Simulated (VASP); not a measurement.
A run of VASP 6.6.1:

Contents of INCAR:

```
  PREC = Accurate
  ENCUT = 520
  EDIFF = 1E-6
  ISMEAR = 0
  SIGMA = 0.05
  LREAL = False
  LASPH = True
  NELM = 80
  ALGO = Normal
  ISIF = 2
  LWAVE = False
  LCHARG = True
  GGA = PE
  LELF = True
  LVHAR = True
  NBANDS = 16
```

The input KPOINTS:

```
regular mesh
0
Gamma
  12 12 6
```

File POSCAR:

```
BN
1.0
    2.5539396017      0.0000000000      0.0000000000
   -1.2769698009      2.2117765748      0.0000000000
    0.0000000000      0.0000000000      4.2268550000
B N
2 2
Direct
    0.6666666667      0.3333333333      1.1416735109
    0.3333333333      0.6666666667      0.4997240000
    0.6666666667      0.3333333333      0.6252760000
    0.3333333333      0.6666666667      0.1252760000
```

Potentials or basis: VASP PAW PBE potentials, release 64 (B, N).

Command:

```bash
$ cat potpaw_PBE.64/B/POTCAR potpaw_PBE.64/N/POTCAR > POTCAR
$ mpirun -np 1 vasp_std > vasp.out
```

Hardware: 1 thread of Intel Xeon 8259CL, on a shared host.

Q: Estimate the wall time of this run.

A: Run time: 72 s on 1 thread of Intel Xeon 8259CL, with other jobs on the host, peak memory 0.15 GiB. Counts: scf iterations 14, k points 100.
